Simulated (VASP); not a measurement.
# Pt: single point with LDA

Pt:

```
Pt
1.0
    -1.59471    1.59471    1.59471
     1.59471   -1.59471    1.59471
     1.59471    1.59471   -1.59471
Pt
1
Direct
  0.00000 0.00000 0.00000
```

This cell differs from its parent crystal: volume scaled by 1.02.

| Property | Result |
| --- | --- |
| Program | VASP 6.6.1 |
| Task | single point |
| Functional | LDA |
| Potentials or basis | VASP PAW LDA potentials, release 64 (Pt) |
| Cutoff | 520 eV |
| k mesh | 12 × 12 × 12 |
| Occupations | fermi-dirac, width 0.05 eV |
| Spin | no spin polarisation |

```yaml
Pressure: -19.5 GPa
Band_gap_on_the_k_mesh: zero (band 5 reaches 10.54 eV, above the bottom of band 6 at 8.51 eV)
```

Levels at points of the mesh, in eV from the Fermi level:
| k point | band 1 | band 2 | band 3 | band 4 | band 5 | band 6 | band 7 | band 8 | band 9 | band 10 |
| --- | --- | --- | --- | --- | --- | --- | --- | --- | --- | --- |
| (0.00, 0.00, 0.00) | -9.19 | -3.30 | -3.30 | -3.30 | -0.86 | -0.86 | 17.14 | 17.14 | 17.14 | 26.91 |
| (0.50, 0.00, 0.00) | -6.27 | -4.67 | -1.05 | -0.56 | 0.41 | 1.06 | 6.13 | 13.30 | 15.61 | 23.88 |
| (0.50, 0.50, 0.50) | -5.75 | -5.75 | 0.56 | 0.56 | 0.56 | 7.63 | 7.63 | 7.63 | 12.42 | 18.81 |

It took 7.4 s on 1 thread of AMD EPYC 9R45 96-Core Processor (Zen 5), with other jobs on the host, peak memory 0.11 GiB.

Caveat: spin-orbit coupling is left out, which moves the levels of the heavy elements.
